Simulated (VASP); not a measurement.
# Sb: single point with PBE

Crystal: Sb.

```
CELL_PARAMETERS angstrom
0.00000 2.37124 2.37124
2.37124 0.00000 2.37124
2.37124 2.37124 0.00000
ATOMIC_POSITIONS crystal
Sb 0.00000 0.00000 0.00000
```

- Program: VASP 6.6.1
- Task: single point
- Functional: PBE
- Potentials or basis: VASP PAW PBE potentials, release 64 (Sb)
- Cutoff: 520 eV
- k mesh: 10 × 10 × 10
- Occupations: gaussian, width 0.024 eV
- Spin: no spin polarisation

```json
{"Pressure": "1.8 GPa"}
```

Levels at points of the mesh, in eV from the Fermi level:
| k point | band 1 | band 2 | band 3 | band 4 | band 5 |
| --- | --- | --- | --- | --- | --- |
| (0.00, 0.00, 0.00) | -12.94 | 5.45 | 5.45 | 5.45 | 10.05 |
| (0.50, 0.00, 0.00) | -9.13 | -5.82 | 3.74 | 3.74 | 8.30 |
| (0.50, 0.50, 0.00) | -7.48 | -4.91 | 0.44 | 0.44 | 4.21 |

Wall time 8.3 s on 1 thread of Intel(R) Xeon(R) Platinum 8488C (Sapphire Rapids) (shared host), peak memory 0.15 GiB.

Caveat: spin-orbit coupling is left out, which moves the levels of the heavy elements.
